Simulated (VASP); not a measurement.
# AlN (Cm) in VASP: a series of runs

AlN is run at these levels: PBE; tasks: single point.

Program: VASP 6.6.1. These are calculated values, not measurements. Logs are shortened: lines on timing, memory, paths and dates and some standing lists are left out, and cuts for length are marked.

## Step 1: The cell of the first run

The structure is monoclinic, space group Cm (No. 8). Conventional cell: a = 5.739 Å, b = 3.313 Å, c = 4.188 Å, α = 90.00°, β = 90.00°, γ = 90.00°. Al (site symmetry m) has 4 N at 1.72 to 2.00 Å within 2.3 Å. Al (site symmetry m) has 4 N at 1.72 to 2.05 Å within 2.3 Å. N (site symmetry m) has 4 Al at 1.72 to 2.05 Å within 2.3 Å. N (site symmetry m) has 4 Al at 1.72 to 2.00 Å within 2.3 Å.

## Step 2: Single point, PBE (mode 4 frozen in at -0.246 Å and mode 10 at -0.066 Å (largest displacements))

INCAR

```
PREC     = Accurate       # precision mode
ENCUT    = 520            # plane-wave cutoff, eV
EDIFF    = 1E-7           # SCF threshold, eV
ISMEAR   = 0              # smearing method
SIGMA    = 0.05           # smearing width, eV
LREAL    = F              # projectors in reciprocal space
LASPH    = T              # aspherical terms in the spheres
NELM     = 80             # most SCF steps
ALGO     = Normal         # electronic algorithm
ISIF     = 2              # what is computed and relaxed
LWAVE    = F              # write WAVECAR
LCHARG   = F              # write CHGCAR
GGA      = PE             # functional
NBANDS   = 16             # bands
```

KPOINTS

```
Automatic mesh
0
Gamma
  9 9 6
```

POSCAR

```
AlN
1.0
    3.3134793407      0.0000000000      0.0000000000
   -1.6567396703      2.8695572839      0.0000000000
    0.0000000000      0.0000000000      4.1875902417
Al N
2 2
Direct
    0.3393033764      0.6786067527      0.7805460420
    0.6726367097      0.3452734194      0.2805460420
    0.3218333015      0.6436666031      0.1911594770
    0.6551666349      0.3103332697      0.6911594770
```

Potentials or basis: VASP PAW PBE potentials, release 64 (Al, N).

The run is started by

```bash
$ cat potpaw_PBE.64/Al/POTCAR potpaw_PBE.64/N/POTCAR > POTCAR
$ mpirun -np 1 vasp_std > vasp.out
```

OUTCAR:

```text
PREC = Accurate
   ENCUT = 520
   EDIFF = 1E-7
   ISMEAR = 0
   LREAL = F
   LASPH = T
   NELM = 80
   ISIF = 2
   GGA = PE

 ion  position               nearest neighbor table
   1  0.339  0.679  0.781-   3 1.72   4 1.85   4 2.00   4 2.00   3 2.47   2 2.84   2 2.84   2 2.84
                             2 2.84   2 2.84   2 2.84
   2  0.673  0.345  0.281-   4 1.72   3 1.90   3 1.90   3 2.05   4 2.47   1 2.84   1 2.84   1 2.84
                             1 2.84   1 2.84   1 2.84
   3  0.322  0.644  0.191-   1 1.72   2 1.90   2 1.90   2 2.05   1 2.47
   4  0.655  0.310  0.691-   2 1.72   1 1.85   1 2.00   1 2.00   2 2.47

  LATTYP: Found a hexagonal cell.
 ALAT       =     3.3134793407
 C/A-ratio  =     1.2638045423

  Lattice vectors:

 A1 = (   3.3134793407,   0.0000000000,   0.0000000000)
 A2 = (  -1.6567396703,   2.8695572839,   0.0000000000)
 A3 = (   0.0000000000,   0.0000000000,   4.1875902417)

Analysis of symmetry for initial positions (statically):
=====================================================================
 Subroutine PRICEL returns:
 Original cell was already a primitive cell.

 Routine SETGRP: Setting up the symmetry group for a
 hexagonal supercell.

 Subroutine GETGRP returns: Found  2 space group operations
 (whereof  2 operations were pure point group operations)
 out of a pool of 24 trial point group operations.

The static configuration has the point symmetry C_1h.

Analysis of symmetry for dynamics (positions and initial velocities):
=====================================================================
 Subroutine PRICEL returns:
 Original cell was already a primitive cell.

 Routine SETGRP: Setting up the symmetry group for a
 hexagonal supercell.

 Subroutine GETGRP returns: Found  2 space group operations
 (whereof  2 operations were pure point group operations)
 out of a pool of 24 trial point group operations.

The dynamic configuration has the point symmetry C_1h.

 Subroutine INISYM returns: Found  2 space group operations
 (whereof  2 operations are pure point group operations),
 and found     1 'primitive' translations

----------------------------------------------------------------------------------------

                                     Primitive cell

  volume of cell :      39.8165

  direct lattice vectors                    reciprocal lattice vectors
     3.313479341  0.000000000  0.000000000     0.301797566  0.174242906  0.000000000
    -1.656739670  2.869557284  0.000000000     0.000000000  0.348485812  0.000000000
     0.000000000  0.000000000  4.187590242     0.000000000  0.000000000  0.238800824

  length of vectors
     3.313479341  3.313479341  4.187590242     0.348485812  0.348485812  0.238800824

  position of ions in fractional coordinates (direct lattice)
     0.339303376  0.678606753  0.780546042
     0.672636710  0.345273419  0.280546042
     0.321833301  0.643666603  0.191159477
     0.655166635  0.310333270  0.691159477

  ion indices of the primitive-cell ions
   primitive index   ion index
                 1           1
                 2           2
                 3           3
                 4           4

----------------------------------------------------------------------------------------

 KPOINTS: Automatic mesh

Automatic generation of k-mesh.
 Grid dimensions read from file:
 generate k-points for:    9    9    6

 Generating k-lattice:

  Cartesian coordinates                     Fractional coordinates (reciprocal lattice)
     0.033533063  0.019360323  0.000000000     0.111111111  0.000000000  0.000000000
     0.000000000  0.038720646  0.000000000     0.000000000  0.111111111  0.000000000
     0.000000000  0.000000000  0.039800137     0.000000000  0.000000000  0.166666667

  Length of vectors
     0.038720646  0.038720646  0.039800137

  Shift w.r.t. Gamma in fractional coordinates (k-lattice)
     0.000000000  0.000000000  0.000000000

 Subroutine IBZKPT returns following result:
 ===========================================

 Found    140 irreducible k-points:

 Following reciprocal coordinates:
            Coordinates               Weight
  0.000000  0.000000  0.000000      1.000000
  0.111111  0.000000  0.000000      4.000000
  0.000000  0.111111  0.000000      2.000000
  0.222222 -0.000000  0.000000      4.000000
  0.000000  0.222222  0.000000      2.000000
  0.333333 -0.000000  0.000000      4.000000
[... 16 lines left out ...]
 -0.222222 -0.444444  0.000000      4.000000
  0.444444  0.333333  0.000000      4.000000
 [... further k-points ...]
   k-points           NKPTS =    140   k-points in BZ     NKDIM =    140   number of bands    NBANDS=     16
   number of dos      NEDOS =    301   number of ions     NIONS =      4
   total plane-waves  NPLWV =  25088
   dimension x,y,z NGX =    28 NGY =   28 NGZ =   32
   dimension x,y,z NGXF=    56 NGYF=   56 NGZF=   64
   ions per type =               2   2
   NGX,Y,Z   is equivalent  to a cutoff of  14.05, 14.05, 12.70 a.u.
   NGXF,Y,Z  is equivalent  to a cutoff of  28.10, 28.10, 25.41 a.u.
 SYSTEM =  unknown system
   PREC   = accura    normal or accurate (medium, high low for compatibility)
   ISTART =      0    job   : 0-new  1-cont  2-samecut
   ICHARG =      2    charge: 1-file 2-atom 10-const
   ISPIN  =      1    spin polarized calculation?
   LNONCOLLINEAR =      F non collinear calculations
   LSORBIT =      F    spin-orbit coupling
   LASPH  =      T    aspherical Exc in radial PAW
   ENCUT  =  520.0 eV  38.22 Ry    6.18 a.u.   6.16  6.16  7.79*2*pi/ulx,y,z
   NELM   =     80;   NELMIN=  2; NELMDL= -5     # of ELM steps
   EDIFF  = 0.1E-06   stopping-criterion for ELM
   LREAL  =      F    real-space projection
   EDIFFG = 0.1E-05   stopping-criterion for IOM
   NSW    =      0    number of steps for IOM
   IBRION =     -1    ionic relax: 0-MD 1-quasi-New 2-CG
   NFREE  =      0    steps in history (QN), initial steepest desc. (CG)
   ISIF   =      2    stress and relaxation
   ISYM   =      2    0-nonsym 1-usesym 2-fastsym
   POTIM  = 0.5000    time-step for ionic-motion
   TEBEG  =    0.0;   TEEND  =   0.0 temperature during run
   PSTRESS=    0.0 pullay stress
   NELECT =      16.0000    total number of electrons
   NUPDOWN=      -1.0000    fix difference up-down
   EMIN   =  10.00;   EMAX   =-10.00  energy-range for DOS
   EFERMI =   0.00;   METHOD = LEGACY
   ISMEAR =     0;   SIGMA  =   0.05  broadening in eV -4-tet -1-fermi 0-gaus
   EFERMI_NEDOS =   21; number of points for ismear=-14 and -15
   IALGO  =     38    algorithm
   IMIX   =      4    mixing-type and parameters
     AMIX     =   0.40;   BMIX     =  1.00
     AMIX_MAG =   1.60;   BMIX_MAG =  1.00
  volume/ion in A,a.u.               =       9.95        67.17
  Fermi-wavevector in a.u.,A,eV,Ry     =   1.208074  2.282930 19.856940  1.459444
  Thomas-Fermi vector in A             =   2.343693
   LORBIT       =      0    0 simple, 1 ext, 2 COOP (PROOUT), +10 PAW based schemes
   GGA     = PE    functional components
   LHFCALC =     F    Hartree Fock is set to
   AEXX    =    0.0000 exact exchange contribution
   IVDW    =     0    specifies the selected vdW correction
   LEPSILON=     F    determine dielectric tensor
   LRPA    =     F    only Hartree local field effects (RPA)
 non-spin polarized calculation
 Gauss-broadening in eV      SIGMA  =   0.05
  energy-cutoff  :      520.00
  volume of cell :       39.82
 maximum number of plane-waves:      1090
 NGX is ok and might be reduce to    28
   NGX = 13   NGY = 13   NGZ = 15

 number of electron      15.9999999 magnetization

 Free energy of the ion-electron system (eV)
  ---------------------------------------------------
  ext. energy  EPLUGINS =         0.00000000
  ---------------------------------------------------
  free energy    TOTEN  =       -28.51139789 eV

  energy without entropy =      -28.51139789  energy(sigma->0) =      -28.51139789

 E-fermi :   7.5115     XC(G=0): -11.1098

 val. band max:        7.2576387054   @ k =   0.0000   0.0000   0.0000
 cond. band min:      11.0200841497   @ k =   0.0000   0.0000   0.0000
 fundamental gap:      3.7624454443
 Fermi energy:         7.5114541650

 k-point     1 :       0.0000    0.0000    0.0000
  band No.  band energies     occupation
      1      -8.9208      2.00000
      2      -5.4843      2.00000
      3       1.1967      2.00000
      4       4.6760      2.00000
      5       4.6927      2.00000
      6       6.2997      2.00000
[... 8 lines left out ...]
     15      19.4280      0.00000
     16      20.0573      0.00000

 k-point     2 :       0.1111    0.0000    0.0000
  band No.  band energies     occupation
      1      -8.7839      2.00000
      2      -5.4779      2.00000
      3       1.3438      2.00000
      4       4.1483      2.00000
      5       4.5054      2.00000
      6       5.7366      2.00000
[... 8 lines left out ...]
     15      19.4598      0.00000
     16      19.7751      0.00000

 k-point     3 :       0.0000    0.1111    0.0000
  band No.  band energies     occupation
      1      -8.7839      2.00000
      2      -5.4781      2.00000
      3       1.3435      2.00000
      4       4.1754      2.00000
      5       4.4761      2.00000
      6       5.7335      2.00000
[... 8 lines left out ...]
     15      19.3734      0.00000
     16      19.8123      0.00000

 k-point     4 :       0.2222   -0.0000    0.0000
  band No.  band energies     occupation
      1      -8.3915      2.00000
      2      -5.5002      2.00000
      3       1.7615      2.00000
      4       3.0474      2.00000
      5       4.0919      2.00000
      6       4.7885      2.00000
[... 8 lines left out ...]
     15      18.6266      0.00000
     16      20.0682      0.00000
[... 324 lines left out ...]
 k-point    22 :       0.3333    0.2222    0.0000
  band No.  band energies     occupation
      1      -6.9401      2.00000
      2      -6.0930      2.00000
      3       1.3851      2.00000
      4       2.8240      2.00000
      5       3.5683      2.00000
      6       3.6701      2.00000
[... 8 lines left out ...]
     15      20.3611      0.00000
     16      20.6136      0.00000

 k-point    23 :      -0.2222   -0.4444    0.0000
  band No.  band energies     occupation
      1      -6.9385      2.00000
      2      -6.0957      2.00000
      3       1.3949      2.00000
      4       2.8167      2.00000
      5       3.5524      2.00000
      6       3.6798      2.00000
[... 8 lines left out ...]
     15      20.3568      0.00000
     16      20.6379      0.00000

 k-point    24 :       0.4444    0.3333    0.0000
  band No.  band energies     occupation
      1      -6.9412      2.00000
      2      -6.0912      2.00000
      3       1.3791      2.00000
      4       2.8361      2.00000
      5       3.5441      2.00000
      6       3.6880      2.00000
[... 8 lines left out ...]
     15      20.3249      0.00000
     16      20.6616      0.00000

 [... further k-points ...]
[... 5 lines left out ...]
  --------------------------------------------------------------------------------------
  -------------------------------------------------------------------------------------
  Total       -1.5974341     -1.1543419     14.4089706     -0.0000000     -0.9364022     -0.0000000
  in kB      -64.2791613    -46.4495683    579.8026472     -0.0000000    -37.6798937     -0.0000000
  external PRESSURE =     156.3579725 kB  Pullay stress =       0.0000000 kB

 VOLUME and BASIS-vectors are now :
 -----------------------------------------------------------------------------
  energy-cutoff  :      520.00
  volume of cell :       39.82
      direct lattice vectors                 reciprocal lattice vectors
     3.313479341  0.000000000  0.000000000     0.301797566  0.174242906  0.000000000
    -1.656739670  2.869557284  0.000000000     0.000000000  0.348485812  0.000000000
     0.000000000  0.000000000  4.187590242     0.000000000  0.000000000  0.238800824

 POSITION                                       TOTAL-FORCE (eV/Angst)
 -----------------------------------------------------------------------------------
      0.00000      1.94730      3.26861        -0.000000     -1.200451     -3.198666
      1.65674      0.99078      1.17481        -0.000000     -0.818613     -3.213327
     -0.00000      1.84704      0.80050         0.000000      0.808402      3.215234
      1.65674      0.89052      2.89429         0.000000      1.210661      3.196759
 -----------------------------------------------------------------------------------
    total drift:                                0.000000     -0.000041      0.000090

  FREE ENERGIE OF THE ION-ELECTRON SYSTEM (eV)
  ---------------------------------------------------
  free  energy   TOTEN  =       -28.5113978882 eV

  energy  without entropy=      -28.5113978882  energy(sigma->0) =      -28.51139789
```

It took 35 s on 1 thread of Intel Xeon 6975P-C (Granite Rapids), shared host; peak memory 0.21 GiB.

What came out:

```yaml
Free_energy: -28.5114 eV
Pressure: 15.6 GPa
Largest_force: 3.418 eV/Å
Band_gap_on_the_k_mesh: 3.76 eV, direct
```

Forces in eV/Å, atoms in the order of the input:
```
Al   0.000 -1.200 -3.199
Al   0.000 -0.819 -3.213
N    0.000  0.808  3.215
N    0.000  1.211  3.197
```

Levels at points of the mesh, in eV from the valence-band top:
```csv
k point,band 4,band 5,band 6,band 7,band 8,band 9,band 10,band 11,band 12,band 13
"(0.00, 0.00, 0.00)",-2.58,-2.56,-0.96,-0.94,0.00,3.76,4.76,8.91,8.92,11.84
"(0.00, 0.00, 0.50)",-3.26,-2.01,-1.98,-1.58,-1.56,5.77,5.77,8.90,8.91,9.34
```

Caveat: the cell differs from its parent crystal (mode 4 frozen in at -0.246 Å and mode 10 at -0.066 Å (largest displacements)); forces of over 1 eV/Å act on the atoms, so gaps and moduli don't describe the material at rest. A k mesh can miss the band edges.

(Continued in part 2 of 2.)
